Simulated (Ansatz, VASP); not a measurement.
Two plane-wave programs on HfO2

INCAR

```
ALGO = Normal
EDIFF = 1E-6
ENCUT = 520
GGA = PE
ISIF = 2
ISMEAR = 0
LASPH = True
LCHARG = False
LREAL = False
LWAVE = False
NBANDS = 31
NELM = 100
PREC = Accurate
SIGMA = 0.05
```

Contents of KPOINTS:

```
k-points
0
Gamma
  6 6 8
```

File POSCAR:

```
HfO2
1.0
    4.8812150602      0.0000000000      0.0000000000
    0.0000000000      4.8812150602      0.0000000000
    0.0000000000      0.0000000000      3.2378896156
Hf O
2 4
Direct
    0.0000000000      0.0000000000     -0.0626951577
    0.5000000000      0.5000000000      0.5626951577
    0.1267305643      0.7370983459      0.4798800679
    0.3732694357      0.2370983459      0.0201199321
    0.6267305643      0.7629016541      0.0201199321
    0.8732694357      0.2629016541      0.4798800679
```

Input for Ansatz:

```yaml
crystal:
  lattice:
    - [4.8812150602, 0.0, 0.0]
    - [0.0, 4.8812150602, 0.0]
    - [0.0, 0.0, 3.2378896156]
  atoms:
    - { symbol: Hf, position: [0.0, 0.0, -0.0626951577] }
    - { symbol: Hf, position: [0.5, 0.5, 0.5626951577] }
    - { symbol: O, position: [0.1267305643, 0.7370983459, 0.4798800679] }
    - { symbol: O, position: [0.3732694357, 0.2370983459, 0.0201199321] }
    - { symbol: O, position: [0.6267305643, 0.7629016541, 0.0201199321] }
    - { symbol: O, position: [0.8732694357, 0.2629016541, 0.4798800679] }
basis:
  ecutwfc: 520.0
kpoints:
  mp_grid: { grid: [6, 6, 8] }
hamiltonian:
  xc: pbe
  pseudopotentials: { kind: paw, azcp: { folder: soft_1 } }
scf:
  occupations: { method: gaussian, width: 0.05 }
output:
  forces: true
  stress: true
  eigenvalues: true
```

Change from the starting cell: mode 4 frozen in at -0.203 Å and mode 5 at -0.470 Å (largest displacements).

Alike in both runs: task single point; functional PBE; k mesh 6 × 6 × 8; occupations gaussian, width 0.05 eV; no spin polarisation.

```csv
,VASP,Ansatz
version,VASP 6.6.1,Ansatz 0.2.0
potentials or method,"VASP PAW PBE potentials, release 64 (Hf_pv, O), cutoff 520 eV","scalar-relativistic, plane waves, PAW"
valence electrons in the cell,44,76
```

|  | VASP | Ansatz | Ansatz less VASP |
| --- | --- | --- | --- |
| gap on the k mesh at the Fermi level (eV) | 3.75 | 3.78 | +0.023 |
| least direct gap on the mesh (eV) | 3.75 | 3.78 | +0.023 |
| pressure (GPa) | -11.8 | -9.3 | +2.48 |
| traceless stress, the component that is largest in VASP (GPa) | -1.40 | -1.39 | +0.006 |
| rms of the force components (eV/Å) | 0.754 | 0.713 | -0.0412 |

Atom by atom the forces differ by 0.050 eV/Å (rms over components). VASP's potentials hold 44 valence electrons a cell and Ansatz's 76, so a difference there can come from the potentials and not from the codes.

Spin-orbit coupling is off throughout.
